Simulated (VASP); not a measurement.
# TiC (I4/mmm) in VASP: a series of runs, part 2 of 2

VASP 6.6.1. Earlier steps stand in the parts before.

## (5) Single point, PBEsol

This run uses another cell than the first one, of the same volume but with other edges.

Contents of INCAR:

```
ALGO     = Normal         # electronic algorithm
EDIFF    = 1E-7           # SCF threshold, eV
ENCUT    = 520            # plane-wave cutoff, eV
GGA      = PS             # functional
ISIF     = 2              # what is computed and relaxed
ISMEAR   = 1              # smearing method
LASPH    = T              # aspherical terms in the spheres
LCHARG   = T              # write CHGCAR
LELF     = T              # ELF
LREAL    = F              # projectors in reciprocal space
LVHAR    = T            
LWAVE    = F              # write WAVECAR
NBANDS   = 15             # bands
NELM     = 80             # most SCF steps
PREC     = Accurate       # precision mode
SIGMA    = 0.1            # smearing width, eV
```

Contents of KPOINTS:

```
k-points
0
Gamma
  20 20 20
```

Contents of POSCAR:

```
TiC
1.0
    0.0000000000      1.9827873478      2.5776235521
    1.9827873478      0.0000000000      2.5776235521
    1.9827873478      1.9827873478      0.0000000000
Ti C
1 1
Direct
    0.0000000000      0.0000000000      0.0000000000
    0.5000000000      0.5000000000      0.5000000000
```

Potentials or basis: VASP PAW PBE potentials, release 64 (Ti_sv, C).

The run is started by

```bash
$ cat potpaw_PBE.64/Ti_sv/POTCAR potpaw_PBE.64/C/POTCAR > POTCAR
$ mpirun -np 1 vasp_std > vasp.out
```

OUTCAR:

```text
EDIFF = 1E-7
   ENCUT = 520
   GGA = PS
   ISIF = 2
   ISMEAR = 1
   LASPH = T
   LREAL = F
   NELM = 80
   PREC = Accurate

 ion  position               nearest neighbor table
   1  0.000  0.000  0.000-   2 1.98   2 1.98   2 1.98   2 1.98
   2  0.500  0.500  0.500-   1 1.98   1 1.98   1 1.98   1 1.98

  LATTYP: Found a body centered tetragonal cell.
 ALAT       =     2.8040847586
 C/A-ratio  =     1.8384776311

  Lattice vectors:

 A1 = (  -1.9827873478,   0.0000000000,   2.5776235521)
 A2 = (   1.9827873478,   0.0000000000,   2.5776235521)
 A3 = (   0.0000000000,   1.9827873478,  -2.5776235521)

Analysis of symmetry for initial positions (statically):
=====================================================================
 Subroutine PRICEL returns:
 Original cell was already a primitive cell.

 Routine SETGRP: Setting up the symmetry group for a
 body centered tetragonal supercell.

 Subroutine GETGRP returns: Found 16 space group operations
 (whereof 16 operations were pure point group operations)
 out of a pool of 16 trial point group operations.

The static configuration has the point symmetry D_4h.

[... 173 lines left out ...]
      5      -3.0638      2.00000
      6       8.8095      2.00000
      7       9.1400      2.00227
      8      10.2675     -0.00000
      9      10.9431     -0.00000
     10      10.9431     -0.00000
     11      11.4486      0.00000
     12      11.4486      0.00000
     13      12.0487      0.00000
     14      20.8914      0.00000
[... 401 lines left out ...]
      2     -23.4480      2.00000
      3     -23.2323      2.00000
      4     -22.7244      2.00000
      5      -0.0496      2.00000
      6       4.5255      2.00000
      7       5.9980      2.00000
      8       6.4934      2.00000
      9      11.8211      0.00000
     10      12.0086      0.00000
     11      13.6646      0.00000
     12      15.2289      0.00000
     13      18.0691      0.00000
     14      19.5439      0.00000
     15      24.1282      0.00000

 [... further k-points ...]

------------------------ aborting loop because EDIFF is reached ----------------------------------------

  FORCE on cell =-STRESS in cart. coord.  units (eV):
  Direction    XX          YY          ZZ          XY          YZ          ZX
  --------------------------------------------------------------------------------------
  -------------------------------------------------------------------------------------
  Total        6.9841545      6.9841545     -4.4305558      0.0000000      0.0000000     -0.0000000
  in kB      552.1062382    552.1062382   -350.2410337      0.0000000      0.0000000     -0.0000000
  external PRESSURE =     251.3238142 kB  Pullay stress =       0.0000000 kB

 VOLUME and BASIS-vectors are now :
 -----------------------------------------------------------------------------
  energy-cutoff  :      520.00
  volume of cell :       20.27
      direct lattice vectors                 reciprocal lattice vectors
     0.000000000  1.982787348  2.577623552    -0.252170259  0.252170259  0.193977123
     1.982787348  0.000000000  2.577623552     0.252170259 -0.252170259  0.193977123
     1.982787348  1.982787348  0.000000000     0.252170259  0.252170259 -0.193977123

 POSITION                                       TOTAL-FORCE (eV/Angst)
 -----------------------------------------------------------------------------------
      0.00000      0.00000      0.00000         0.000000      0.000000     -0.000000
      1.98279      1.98279      2.57762         0.000000      0.000000      0.000000
 -----------------------------------------------------------------------------------
    total drift:                                0.000000     -0.000000     -0.000000

  FREE ENERGIE OF THE ION-ELECTRON SYSTEM (eV)
  ---------------------------------------------------
  free  energy   TOTEN  =       -18.8007522812 eV

  energy  without entropy=      -18.8007432496  energy(sigma->0) =      -18.80074927
```

OSZICAR:

```text
N       E                     dE             d eps       ncg     rms          rms(c)
DAV:   1     0.121362543514E+03    0.12136E+03   -0.80069E+03 19260   0.128E+03
DAV:   2    -0.161699435976E+02   -0.13753E+03   -0.12805E+03 20693   0.335E+02
DAV:   3    -0.239215131362E+02   -0.77516E+01   -0.76159E+01 24402   0.791E+01
DAV:   4    -0.241920635068E+02   -0.27055E+00   -0.27023E+00 24587   0.134E+01
DAV:   5    -0.241995241348E+02   -0.74606E-02   -0.74597E-02 24741   0.196E+00    0.213E+01
DAV:   6    -0.192829673430E+02    0.49166E+01   -0.11571E+01 26580   0.564E+01    0.659E+00
DAV:   7    -0.188347971217E+02    0.44817E+00   -0.17856E+00 21162   0.193E+01    0.599E+00
DAV:   8    -0.187982060998E+02    0.36591E-01   -0.18054E-01 24269   0.539E+00    0.170E+00
DAV:   9    -0.188010877624E+02   -0.28817E-02   -0.36216E-02 27026   0.173E+00    0.504E-01
DAV:  10    -0.188008794492E+02    0.20831E-03   -0.58849E-03 22763   0.115E+00    0.171E-01
DAV:  11    -0.188007607974E+02    0.11865E-03   -0.24980E-04 23636   0.173E-01    0.215E-02
DAV:  12    -0.188007524676E+02    0.83298E-05   -0.37656E-05 21941   0.820E-02    0.893E-03
DAV:  13    -0.188007522982E+02    0.16940E-06   -0.15882E-06 22625   0.139E-02    0.597E-03
DAV:  14    -0.188007522812E+02    0.16965E-07   -0.56780E-07 23451   0.848E-03
   1 F= -.18800752E+02 E0= -.18800749E+02  d E =-.903168E-05
```

stdout:

```text
POSCAR found type information on POSCAR TiC
 POSCAR found :  2 types and       2 ions
 scaLAPACK will be used
 -----------------------------------------------------------------------------
|                                                                             |
|                                                                             |
|     You enforced a specific xc type in the INCAR file but a different       |
|     I HOPE YOU KNOW WHAT YOU ARE DOING!                                     |
|                                                                             |
 -----------------------------------------------------------------------------

 LDA part: xc-table for (Slater+PW92), standard interpolation
 POSCAR, INCAR and KPOINTS ok, starting setup
 FFT: planning ... GRIDC
 FFT: planning ... GRID_SOFT
 FFT: planning ... GRID
 WAVECAR not read
 entering main loop
```

It took 4.1 min on 1 thread of Intel Xeon 8259CL, shared host; peak memory 0.31 GiB.

Results:

- Free energy: -18.8008 eV
- Pressure: 25.1 GPa
- Band gap on the k mesh: zero (bands 8 and 9 overlap by 2.34 eV)

Levels at points of the mesh, in eV from the Fermi level:
```
           k point  band 6  band 7  band 8  band 9  band 10  band 11
(0.00, 0.00, 0.00)   -0.58   -0.25    0.88    1.55     1.55     2.06
(0.50, 0.00, 0.00)   -5.97   -3.71   -3.16    2.87     3.29     4.84
(0.50, 0.50, 0.00)   -4.80   -1.58    1.25    1.25     2.94     3.34
(0.50, 0.00, 0.50)   -2.36   -1.58   -0.39   -0.32     2.37     2.42
```

Caveat: the stress differs along the axes, from -35 to 55 GPa; the PAW data sets were made with another functional, which shifts forces and pressure a little.

## (6) Single point, PBEsol

This run uses another cell than the first one, of the same volume but with other edges.

Contents of INCAR:

```
SYSTEM = TiC
  PREC = Accurate
  ENCUT = 520
  EDIFF = 1E-6
  ISMEAR = 1
  SIGMA = 0.1
  LREAL = .False.
  LASPH = .True.
  NELM = 100
  ALGO = Normal
  ISIF = 2
  LWAVE = .False.
  LCHARG = .False.
  GGA = PS
  NBANDS = 15
```

Contents of KPOINTS:

```
Automatic mesh
0
Gamma
  20 20 20
  0 0 0
```

Contents of POSCAR:

```
TiC
1.0
    0.0000000000      2.2249895759      2.0469904099
    2.2249895759      0.0000000000      2.0469904099
    2.2249895759      2.2249895759      0.0000000000
Ti C
1 1
Direct
    0.0000000000      0.0000000000      0.0000000000
    0.5000000000      0.5000000000      0.5000000000
```

Potentials or basis: VASP PAW PBE potentials, release 64 (Ti_sv, C).

The run is started by

```bash
$ cat potpaw_PBE.64/Ti_sv/POTCAR potpaw_PBE.64/C/POTCAR > POTCAR
$ mpirun -np 1 vasp_std > vasp.out
```

OUTCAR:

```text
SYSTEM = TiC
   PREC = Accurate
   ENCUT = 520
   EDIFF = 1E-6
   ISMEAR = 1
   LREAL = .False.
   LASPH = .True.
   NELM = 100
   ISIF = 2
   GGA = PS

 ion  position               nearest neighbor table
   1  0.000  0.000  0.000-   2 2.05   2 2.05   2 2.22   2 2.22   2 2.22   2 2.22
   2  0.500  0.500  0.500-   1 2.05   1 2.05   1 2.22   1 2.22   1 2.22   1 2.22

  LATTYP: Found a body centered tetragonal cell.
 ALAT       =     3.1466104344
 C/A-ratio  =     1.3010764774

  Lattice vectors:

 A1 = (   0.0000000000,  -2.2249895759,  -2.0469904099)
 A2 = (   0.0000000000,   2.2249895759,  -2.0469904099)
 A3 = (   2.2249895759,   0.0000000000,   2.0469904099)

Analysis of symmetry for initial positions (statically):
=====================================================================
 Subroutine PRICEL returns:
 Original cell was already a primitive cell.

 Routine SETGRP: Setting up the symmetry group for a
 body centered tetragonal supercell.

 Subroutine GETGRP returns: Found 16 space group operations
 (whereof 16 operations were pure point group operations)
 out of a pool of 16 trial point group operations.

The static configuration has the point symmetry D_4h.

[... 177 lines left out ...]
      9      10.7579     -0.00000
     10      10.9260     -0.00000
     11      10.9260     -0.00000
     12      11.1925     -0.00000
     13      11.2752     -0.00000
     14      20.0474      0.00000
[... 401 lines left out ...]
      2     -23.5196      2.00000
      3     -23.1860      2.00000
      4     -23.0979      2.00000
      5      -0.5314      2.00000
      6       4.7422      2.00000
      7       6.6416      2.00000
      8       6.9645      2.00000
      9      11.7964      0.00000
     10      11.8679      0.00000
     11      12.8549      0.00000
     12      16.5359      0.00000
     13      16.8954      0.00000
     14      18.8070      0.00000
     15      24.7026      0.00000

 [... further k-points ...]

------------------------ aborting loop because EDIFF is reached ----------------------------------------

  FORCE on cell =-STRESS in cart. coord.  units (eV):
  Direction    XX          YY          ZZ          XY          YZ          ZX
  --------------------------------------------------------------------------------------
  -------------------------------------------------------------------------------------
  Total       -1.9180462     -1.9180462      2.8609755      0.0000000     -0.0000000      0.0000000
  in kB     -151.6239734   -151.6239734    226.1637262      0.0000000     -0.0000000      0.0000000
  external PRESSURE =     -25.6947402 kB  Pullay stress =       0.0000000 kB

 VOLUME and BASIS-vectors are now :
 -----------------------------------------------------------------------------
  energy-cutoff  :      520.00
  volume of cell :       20.27
      direct lattice vectors                 reciprocal lattice vectors
     0.000000000  2.224989576  2.046990410    -0.224720154  0.224720154  0.244261037
     2.224989576  0.000000000  2.046990410     0.224720154 -0.224720154  0.244261037
     2.224989576  2.224989576  0.000000000     0.224720154  0.224720154 -0.244261037

 POSITION                                       TOTAL-FORCE (eV/Angst)
 -----------------------------------------------------------------------------------
      0.00000      0.00000      0.00000         0.000000     -0.000000      0.000000
      2.22499      2.22499      2.04699        -0.000000      0.000000      0.000000
 -----------------------------------------------------------------------------------
    total drift:                                0.000000     -0.000000     -0.000000

  FREE ENERGIE OF THE ION-ELECTRON SYSTEM (eV)
  ---------------------------------------------------
  free  energy   TOTEN  =       -19.6678235927 eV

  energy  without entropy=      -19.6678243282  energy(sigma->0) =      -19.66782384
```

OSZICAR:

```text
N       E                     dE             d eps       ncg     rms          rms(c)
DAV:   1     0.116736810759E+03    0.11674E+03   -0.79891E+03 19281   0.128E+03
DAV:   2    -0.175527872227E+02   -0.13429E+03   -0.12573E+03 20637   0.332E+02
DAV:   3    -0.248324076698E+02   -0.72796E+01   -0.71619E+01 25067   0.767E+01
DAV:   4    -0.250680651193E+02   -0.23566E+00   -0.23544E+00 24217   0.127E+01
DAV:   5    -0.250739849941E+02   -0.59199E-02   -0.59190E-02 25075   0.176E+00    0.188E+01
DAV:   6    -0.202579327004E+02    0.48161E+01   -0.11360E+01 27196   0.560E+01    0.672E+00
DAV:   7    -0.197097833482E+02    0.54815E+00   -0.19269E+00 22561   0.198E+01    0.511E+00
DAV:   8    -0.196728767127E+02    0.36907E-01   -0.12684E-01 22561   0.432E+00    0.272E+00
DAV:   9    -0.196710136791E+02    0.18630E-02   -0.72486E-02 25192   0.311E+00    0.781E-01
DAV:  10    -0.196689086944E+02    0.21050E-02   -0.93610E-03 25119   0.142E+00    0.489E-01
DAV:  11    -0.196678551789E+02    0.10535E-02   -0.24558E-03 22478   0.679E-01    0.466E-02
DAV:  12    -0.196678238731E+02    0.31306E-04   -0.19808E-04 21498   0.168E-01    0.188E-02
DAV:  13    -0.196678235927E+02    0.28034E-06   -0.73258E-06 24809   0.285E-02
   1 F= -.19667824E+02 E0= -.19667824E+02  d E =0.735450E-06
```

stdout:

```text
POSCAR found type information on POSCAR TiC
 POSCAR found :  2 types and       2 ions
 scaLAPACK will be used
 -----------------------------------------------------------------------------
|                                                                             |
|                                                                             |
|     You enforced a specific xc type in the INCAR file but a different       |
|     I HOPE YOU KNOW WHAT YOU ARE DOING!                                     |
|                                                                             |
 -----------------------------------------------------------------------------

 LDA part: xc-table for (Slater+PW92), standard interpolation
 POSCAR, INCAR and KPOINTS ok, starting setup
 FFT: planning ... GRIDC
 FFT: planning ... GRID_SOFT
 FFT: planning ... GRID
 WAVECAR not read
 entering main loop
```

Run time: 3.7 min. Hardware: 1 thread of Intel Xeon 8259CL, shared host; peak memory 0.31 GiB.

What came out:

```yaml
Free_energy: -19.6678 eV
Pressure: -2.6 GPa
Band_gap_on_the_k_mesh: zero (bands 8 and 9 overlap by 2.04 eV)
```

Stress tensor (GPa, compression positive):
```
-15.16   0.00   0.00
  0.00 -15.16   0.00
  0.00   0.00  22.62
```

Levels at points of the mesh, in eV from the Fermi level:
| k point | band 6 | band 7 | band 8 | band 9 | band 10 | band 11 |
| --- | --- | --- | --- | --- | --- | --- |
| (0.00, 0.00, 0.00) | 0.48 | 0.48 | 1.09 | 1.42 | 1.58 | 1.58 |
| (0.50, 0.00, 0.00) | -5.90 | -3.03 | -2.92 | 2.74 | 3.16 | 4.23 |
| (0.50, 0.50, 0.00) | -2.78 | -1.79 | -0.45 | -0.45 | 2.80 | 3.55 |
| (0.50, 0.00, 0.50) | -3.74 | -1.61 | 0.16 | 0.27 | 2.64 | 3.28 |

Caveat: the stress differs along the axes, from -15 to 23 GPa; the PAW data sets were made with another functional, which shifts forces and pressure a little.

## (7) Summary

```csv
cell,gap on the mesh (eV),pressure (GPa)
"a = 2.998, b = 2.998, c = 3.231 Å, angles 57.4, 57.4, 65.2°, 2 atoms",none,7.1
"a = 3.181, b = 3.181, c = 2.880 Å, angles 63.1, 63.1, 53.8°, 2 atoms",none,9.4
"a = 2.981, b = 2.981, c = 3.325 Å, angles 56.1, 56.1, 67.8°, 2 atoms",none,24.1
"a = 3.252, b = 3.252, c = 2.804 Å, angles 64.5, 64.5, 51.1°, 2 atoms",none,25.1
"a = 3.023, b = 3.023, c = 3.147 Å, angles 58.6, 58.6, 62.7°, 2 atoms",none,-2.6
```

Alike in all rows: task single point; level PBEsol; potentials or basis VASP PAW PBE potentials, release 64 (Ti_sv, C); no spin polarisation; k mesh 20 × 20 × 20; cutoff (eV) 520; smearing methfessel-paxton 0.1 eV.

Caveats: the PAW data sets were made with another functional, which shifts forces and pressure a little; the stress differs along the axes, from -22 to 65 GPa (at least some runs); the stress differs along the axes, from -32 to 30 GPa (at least some runs); the stress differs along the axes, from -27 to 127 GPa (at least some runs); the stress differs along the axes, from -35 to 55 GPa (at least some runs); the stress differs along the axes, from -15 to 23 GPa (at least some runs).

Total energies depend on the potentials used, so only differences within one code and one set of settings carry meaning.
